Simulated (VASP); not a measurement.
Set up this calculation in VASP 6.6.1, as the native input.

```yaml
Task: single point
Functional: PBEsol
Potentials_or_basis: VASP PAW PBE potentials, release 64 (B, P)
Cutoff: 500 eV
k_mesh: 10 × 10 × 10
Occupations: gaussian, width 0.01 eV
Spin: no spin polarisation
Dipole_correction: no
Further_INCAR_settings: ALGO = Normal; EDIFF = 1e-06; NBANDS = 11
```

The structure of BP (zinc blende) lies in POSCAR:

```
BP
1.0
    0.0000000000      2.1394742201      2.1394742201
    2.1394742201      0.0000000000      2.1394742201
    2.1394742201      2.1394742201      0.0000000000
B P
1 1
Direct
    0.0000000000      0.0000000000      0.0000000000
    0.2500000000      0.2500000000      0.2500000000
```

This cell differs from its parent crystal: volume scaled by 0.84.

These files were run (other wordings do the same):

INCAR

```
SYSTEM = BP
ALGO = Normal ; EDIFF = 1E-6
ENCUT = 500 ; GGA = PS
GGA_COMPAT = .False. ; ISIF = 2
ISMEAR = 0 ; LASPH = .True.
LCHARG = .True. ; LELF = .True.
LREAL = .False. ; LVHAR = .True.
LWAVE = .False. ; NBANDS = 11
NELM = 120 ; PREC = Accurate
SIGMA = 0.01
```

KPOINTS

```
k-points
0
Gamma
  10 10 10
  0 0 0
```

Potentials or basis: VASP PAW PBE potentials, release 64 (B, P).

The run is started by

```sh
$ cat potpaw_PBE.64/B/POTCAR potpaw_PBE.64/P/POTCAR > POTCAR
$ mpirun -np 1 vasp_std > vasp.out
```

Results of the run:

The pressure is 38.0 GPa. The band gap on the k mesh is 0.86 eV, indirect (least direct gap 3.70 eV).

Caveat: the PAW data sets were made with another functional, which shifts forces and pressure a little.

Run time: 6.5 s on 1 thread of AMD EPYC 9R45 96-Core Processor (Zen 5), on a shared host, peak memory 0.1 GiB.
